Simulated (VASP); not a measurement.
# Pd (Fm-3m) in VASP: notebook

Runs on Pd. Level: PBE. Tasks: single point, relaxation of cell and atoms.

Program: VASP 6.6.1. These are calculated values, not measurements. Logs are shortened: lines on timing, memory, paths and dates and some standing lists are left out, and cuts for length are marked.

### 1 The cell of the first run

Symmetry: Fm-3m, No. 225, cubic system. Conventional cell: a = 3.942 Å, b = 3.942 Å, c = 3.942 Å, α = 90.00°, β = 90.00°, γ = 90.00°. Pd (site symmetry m-3m) has 12 Pd at 2.79 Å within 3.7 Å.

### 2 Single point, PBE

The input, INCAR:

```
PREC = Accurate
ENCUT = 520
EDIFF = 1E-6
ISMEAR = 0
SIGMA = 0.1
LREAL = F
LASPH = T
NELM = 100
ALGO = Normal
ISIF = 2
LWAVE = F
LCHARG = F
GGA = PE
NBANDS = 11
```

The input, KPOINTS:

```
regular mesh
0
Gamma
  18 18 18
```

The input, POSCAR:

```
Pd
1.0
    0.0000000000      1.9711248741      1.9711248741
    1.9711248741      0.0000000000      1.9711248741
    1.9711248741      1.9711248741      0.0000000000
Pd
1
Direct
    0.0000000000      0.0000000000      0.0000000000
```

Potentials or basis: VASP PAW PBE potentials, release 64 (Pd).

Started as:

```sh
cat potpaw_PBE.64/Pd/POTCAR > POTCAR
mpirun -np 1 vasp_std > vasp.out
```

OUTCAR:

```text
PREC = Accurate
   ENCUT = 520
   EDIFF = 1E-6
   ISMEAR = 0
   LREAL = F
   LASPH = T
   NELM = 100
   ISIF = 2
   GGA = PE

 ion  position               nearest neighbor table
   1  0.000  0.000  0.000-

  LATTYP: Found a face centered cubic cell.
 ALAT       =     3.9422497482

  Lattice vectors:

 A1 = (   0.0000000000,   1.9711248741,   1.9711248741)
 A2 = (   1.9711248741,   0.0000000000,   1.9711248741)
 A3 = (   1.9711248741,   1.9711248741,   0.0000000000)

Analysis of symmetry for initial positions (statically):
=====================================================================
 Subroutine PRICEL returns:
 Original cell was already a primitive cell.

 Routine SETGRP: Setting up the symmetry group for a
 face centered cubic supercell.

 Subroutine GETGRP returns: Found 48 space group operations
 (whereof 48 operations were pure point group operations)
 out of a pool of 48 trial point group operations.

The static configuration has the point symmetry O_h .

Analysis of symmetry for dynamics (positions and initial velocities):
=====================================================================
 Subroutine PRICEL returns:
 Original cell was already a primitive cell.

 Routine SETGRP: Setting up the symmetry group for a
 face centered cubic supercell.

 Subroutine GETGRP returns: Found 48 space group operations
 (whereof 48 operations were pure point group operations)
 out of a pool of 48 trial point group operations.

The dynamic configuration has the point symmetry O_h .

 Subroutine INISYM returns: Found 48 space group operations
 (whereof 48 operations are pure point group operations),
 and found     1 'primitive' translations

----------------------------------------------------------------------------------------

                                     Primitive cell

  volume of cell :      15.3170

  direct lattice vectors                    reciprocal lattice vectors
     0.000000000  1.971124874  1.971124874    -0.253662265  0.253662265  0.253662265
     1.971124874  0.000000000  1.971124874     0.253662265 -0.253662265  0.253662265
     1.971124874  1.971124874  0.000000000     0.253662265  0.253662265 -0.253662265

  length of vectors
     2.787591530  2.787591530  2.787591530     0.439355931  0.439355931  0.439355931

  position of ions in fractional coordinates (direct lattice)
     0.000000000  0.000000000  0.000000000

  ion indices of the primitive-cell ions
   primitive index   ion index
                 1           1

----------------------------------------------------------------------------------------

 KPOINTS: regular mesh

Automatic generation of k-mesh.
 Grid dimensions read from file:
 generate k-points for:   18   18   18

 Generating k-lattice:

  Cartesian coordinates                     Fractional coordinates (reciprocal lattice)
    -0.014092348  0.014092348  0.014092348     0.055555556  0.000000000  0.000000000
     0.014092348 -0.014092348  0.014092348     0.000000000  0.055555556  0.000000000
     0.014092348  0.014092348 -0.014092348     0.000000000  0.000000000  0.055555556

  Length of vectors
     0.024408663  0.024408663  0.024408663

  Shift w.r.t. Gamma in fractional coordinates (k-lattice)
     0.000000000  0.000000000  0.000000000

 Subroutine IBZKPT returns following result:
 ===========================================

 Found    195 irreducible k-points:

 Following reciprocal coordinates:
            Coordinates               Weight
  0.000000  0.000000  0.000000      1.000000
  0.055556  0.000000  0.000000      8.000000
  0.111111  0.000000  0.000000      8.000000
  0.166667  0.000000  0.000000      8.000000
  0.222222  0.000000  0.000000      8.000000
  0.277778  0.000000  0.000000      8.000000
[... 16 lines left out ...]
 -0.277778  0.055556  0.000000     24.000000
 -0.222222  0.055556  0.000000     24.000000
 [... further k-points ...]
   k-points           NKPTS =    195   k-points in BZ     NKDIM =    195   number of bands    NBANDS=     11
   number of dos      NEDOS =    301   number of ions     NIONS =      1
   total plane-waves  NPLWV =  13824
   dimension x,y,z NGX =    24 NGY =   24 NGZ =   24
   dimension x,y,z NGXF=    48 NGYF=   48 NGZF=   48
   ions per type =               1
   NGX,Y,Z   is equivalent  to a cutoff of  14.31, 14.31, 14.31 a.u.
   NGXF,Y,Z  is equivalent  to a cutoff of  28.63, 28.63, 28.63 a.u.
 SYSTEM =  unknown system
   PREC   = accura    normal or accurate (medium, high low for compatibility)
   ISTART =      0    job   : 0-new  1-cont  2-samecut
   ICHARG =      2    charge: 1-file 2-atom 10-const
   ISPIN  =      1    spin polarized calculation?
   LNONCOLLINEAR =      F non collinear calculations
   LSORBIT =      F    spin-orbit coupling
   LASPH  =      T    aspherical Exc in radial PAW
   ENCUT  =  520.0 eV  38.22 Ry    6.18 a.u.   5.18  5.18  5.18*2*pi/ulx,y,z
   NELM   =    100;   NELMIN=  2; NELMDL= -5     # of ELM steps
   EDIFF  = 0.1E-05   stopping-criterion for ELM
   LREAL  =      F    real-space projection
   EDIFFG = 0.1E-04   stopping-criterion for IOM
   NSW    =      0    number of steps for IOM
   IBRION =     -1    ionic relax: 0-MD 1-quasi-New 2-CG
   NFREE  =      0    steps in history (QN), initial steepest desc. (CG)
   ISIF   =      2    stress and relaxation
   ISYM   =      2    0-nonsym 1-usesym 2-fastsym
   POTIM  = 0.5000    time-step for ionic-motion
   TEBEG  =    0.0;   TEEND  =   0.0 temperature during run
   PSTRESS=    0.0 pullay stress
   NELECT =      10.0000    total number of electrons
   NUPDOWN=      -1.0000    fix difference up-down
   EMIN   =  10.00;   EMAX   =-10.00  energy-range for DOS
   EFERMI =   0.00;   METHOD = LEGACY
   ISMEAR =     0;   SIGMA  =   0.10  broadening in eV -4-tet -1-fermi 0-gaus
   EFERMI_NEDOS =   21; number of points for ismear=-14 and -15
   IALGO  =     38    algorithm
   IMIX   =      4    mixing-type and parameters
     AMIX     =   0.40;   BMIX     =  1.00
     AMIX_MAG =   1.60;   BMIX_MAG =  1.00
  volume/ion in A,a.u.               =      15.32       103.36
  Fermi-wavevector in a.u.,A,eV,Ry     =   1.420204  2.683796 27.442666  2.016979
  Thomas-Fermi vector in A             =   2.541144
   LORBIT       =      0    0 simple, 1 ext, 2 COOP (PROOUT), +10 PAW based schemes
   GGA     = PE    functional components
   LHFCALC =     F    Hartree Fock is set to
   AEXX    =    0.0000 exact exchange contribution
   IVDW    =     0    specifies the selected vdW correction
   LEPSILON=     F    determine dielectric tensor
   LRPA    =     F    only Hartree local field effects (RPA)
 non-spin polarized calculation
 Gauss-broadening in eV      SIGMA  =   0.10
  energy-cutoff  :      520.00
  volume of cell :       15.32
 maximum number of plane-waves:       424
 NGX is ok and might be reduce to    24
   NGX = 11   NGY = 11   NGZ = 11

 number of electron      10.0000000 magnetization

 Free energy of the ion-electron system (eV)
  ---------------------------------------------------
  ext. energy  EPLUGINS =         0.00000000
  ---------------------------------------------------
  free energy    TOTEN  =        -5.22597387 eV

  energy without entropy =       -5.21374307  energy(sigma->0) =       -5.21985847

 E-fermi :   9.1533     XC(G=0): -12.9507

 val. band max:        9.1519086223   @ k =  -0.4444   0.3889   0.1111
 cond. band min:       9.1592760823   @ k =  -0.3889   0.3889   0.0556
 fundamental gap:      0.0073674600
 Fermi energy:         9.1532855522

 k-point     1 :       0.0000    0.0000    0.0000
  band No.  band energies     occupation
      1       2.3080      2.00000
      2       6.4859      2.00000
      3       6.4859      2.00000
      4       6.4859      2.00000
      5       7.9999      2.00000
      6       7.9999      2.00000
      7      26.3266      0.00000
      8      30.8898      0.00000
      9      30.8898      0.00000
     10      30.8898      0.00000
     11      35.4771      0.00000

 k-point     2 :       0.0556    0.0000    0.0000
  band No.  band energies     occupation
      1       2.4168      2.00000
      2       6.4484      2.00000
      3       6.5230      2.00000
      4       6.5230      2.00000
      5       7.9823      2.00000
      6       7.9823      2.00000
      7      26.4340      0.00000
      8      30.1287      0.00000
      9      31.0070      0.00000
     10      31.0070      0.00000
     11      35.5903      0.00000

 k-point     3 :       0.1111    0.0000    0.0000
  band No.  band energies     occupation
      1       2.7316      2.00000
      2       6.3549      2.00000
      3       6.6198      2.00000
      4       6.6198      2.00000
      5       7.9457      2.00000
      6       7.9457      2.00000
      7      26.6507      0.00000
      8      28.6068      0.00000
      9      31.3373      0.00000
     10      31.3373      0.00000
     11      36.0946      0.00000

 k-point     4 :       0.1667    0.0000    0.0000
  band No.  band energies     occupation
      1       3.2085      2.00000
      2       6.2678      2.00000
      3       6.7283      2.00000
      4       6.7283      2.00000
      5       7.9415      2.00000
      6       7.9415      2.00000
      7      26.1536      0.00000
      8      27.5611      0.00000
      9      31.8064      0.00000
     10      31.8064      0.00000
     11      34.9954      0.00000

 k-point     5 :       0.2222    0.0000    0.0000
  band No.  band energies     occupation
      1       3.7366      2.00000
      2       6.3183      2.00000
      3       6.7753      2.00000
      4       6.7753      2.00000
      5       8.0430      2.00000
      6       8.0430      2.00000
      7      24.3730      0.00000
      8      27.4271      0.00000
      9      32.2311      0.00000
     10      32.2311      0.00000
     11      34.5154      0.00000

 k-point     6 :       0.2778    0.0000    0.0000
  band No.  band energies     occupation
      1       4.1141      2.00000
      2       6.7188      2.00000
      3       6.7306      2.00000
      4       6.7306      2.00000
      5       8.2726      2.00000
      6       8.2726      2.00000
      7      22.3498      0.00000
      8      27.0843      0.00000
      9      32.1815      0.00000
     10      32.1815      0.00000
     11      34.9135      0.00000

 k-point     7 :       0.3333    0.0000    0.0000
  band No.  band energies     occupation
      1       4.2362      2.00000
      2       6.6349      2.00000
      3       6.6349      2.00000
      4       7.5627      2.00000
      5       8.5697      2.00000
      6       8.5697      2.00000
      7      20.3078      0.00000
      8      26.5696      0.00000
      9      31.4769      0.00000
     10      31.4769      0.00000
     11      35.0992      0.00000

 k-point     8 :       0.3889    0.0000    0.0000
  band No.  band energies     occupation
      1       4.2165      2.00000
      2       6.5374      2.00000
      3       6.5374      2.00000
      4       8.6754      2.00000
      5       8.8535      1.99998
      6       8.8535      1.99998
      7      18.3913      0.00000
      8      26.0968      0.00000
      9      30.6658      0.00000
     10      30.6658      0.00000
     11      35.4851      0.00000
[... 141 lines left out ...]
 k-point    19 :       0.5000    0.0556    0.0000
  band No.  band energies     occupation
      1       4.2248      2.00000
      2       6.3882      2.00000
      3       6.5102      2.00000
      4       8.6242      2.00000
      5       9.1336      1.21964
      6      10.7569      0.00000
      7      16.2631      0.00000
      8      25.7428      0.00000
      9      29.4763      0.00000
     10      29.5830      0.00000
     11      35.8302      0.00000

 k-point    20 :      -0.4444    0.0556    0.0000
  band No.  band energies     occupation
      1       4.2329      2.00000
      2       6.4051      2.00000
      3       6.5098      2.00000
      4       8.6291      2.00000
      5       9.0365      1.90146
      6      10.6139      0.00000
      7      16.5011      0.00000
      8      25.7697      0.00000
      9      29.2553      0.00000
     10      29.9721      0.00000
     11      35.6214      0.00000

 k-point    21 :      -0.3889    0.0556    0.0000
  band No.  band energies     occupation
      1       4.2760      2.00000
      2       6.4706      2.00000
      3       6.5579      2.00000
      4       8.2957      2.00000
      5       8.8089      2.00000
      6       9.8606      0.00000
      7      17.8517      0.00000
      8      25.9976      0.00000
      9      29.4001      0.00000
     10      30.7538      0.00000
     11      35.5301      0.00000

 k-point    22 :      -0.3333    0.0556    0.0000
  band No.  band energies     occupation
      1       4.3185      2.00000
      2       6.5683      2.00000
      3       6.6461      2.00000
      4       7.5852      2.00000
      5       8.4961      2.00000
      6       9.1969      0.53734
      7      19.6968      0.00000
      8      26.3928      0.00000
      9      29.8415      0.00000
     10      31.8884      0.00000
     11      34.8607      0.00000

 k-point    23 :      -0.2778    0.0556    0.0000
  band No.  band energies     occupation
      1       4.2672      2.00000
      2       6.6271      2.00000
      3       6.7514      2.00000
      4       6.8468      2.00000
      5       8.1626      2.00000
      6       8.7338      2.00000
      7      21.7241      0.00000
      8      26.8701      0.00000
      9      30.4423      0.00000
     10      33.2771      0.00000
     11      33.9491      0.00000

 k-point    24 :      -0.2222    0.0556    0.0000
  band No.  band energies     occupation
      1       3.9793      2.00000
      2       6.2809      2.00000
      3       6.7942      2.00000
      4       6.8254      2.00000
      5       7.8918      2.00000
      6       8.3855      2.00000
      7      23.7737      0.00000
      8      27.2636      0.00000
      9      30.9155      0.00000
     10      33.3837      0.00000
     11      33.6927      0.00000

 [... further k-points ...]
[... 5 lines left out ...]
  --------------------------------------------------------------------------------------
  -------------------------------------------------------------------------------------
  Total       -0.0288603     -0.0288603     -0.0288603      0.0000000     -0.0000000      0.0000000
  in kB       -3.0188275     -3.0188275     -3.0188275      0.0000000     -0.0000000      0.0000000
  external PRESSURE =      -3.0188275 kB  Pullay stress =       0.0000000 kB

 VOLUME and BASIS-vectors are now :
 -----------------------------------------------------------------------------
  energy-cutoff  :      520.00
  volume of cell :       15.32
      direct lattice vectors                 reciprocal lattice vectors
     0.000000000  1.971124874  1.971124874    -0.253662265  0.253662265  0.253662265
     1.971124874  0.000000000  1.971124874     0.253662265 -0.253662265  0.253662265
     1.971124874  1.971124874  0.000000000     0.253662265  0.253662265 -0.253662265

 POSITION                                       TOTAL-FORCE (eV/Angst)
 -----------------------------------------------------------------------------------
      0.00000      0.00000      0.00000        -0.000000     -0.000000      0.000000
 -----------------------------------------------------------------------------------
    total drift:                               -0.000000      0.000000     -0.000000

  FREE ENERGIE OF THE ION-ELECTRON SYSTEM (eV)
  ---------------------------------------------------
  free  energy   TOTEN  =        -5.2259738667 eV

  energy  without entropy=       -5.2137430680  energy(sigma->0) =       -5.21985847
```

Run time: 15 s. Hardware: 1 thread of Intel Xeon Platinum 8488C (Sapphire Rapids), shared host; peak memory 0.16 GiB.

Results:

* Free energy: -5.2260 eV
* Pressure: -0.3 GPa
* Band gap on the k mesh: zero (band 5 reaches 9.43 eV, above the bottom of band 6 at 7.94 eV)

Levels at points of the mesh, in eV from the Fermi level:
```csv
k point,band 2,band 3,band 4,band 5,band 6,band 7,band 8,band 9
"(0.00, 0.00, 0.00)",-2.67,-2.67,-2.67,-1.15,-1.15,17.17,21.74,21.74
"(0.50, 0.00, 0.00)",-2.71,-2.71,-0.02,-0.02,1.10,7.03,16.52,20.74
"(0.50, 0.50, 0.00)",-4.80,-0.05,0.27,0.27,3.36,10.39,13.01,13.01
```

(Part 1 of 2 ends here.)
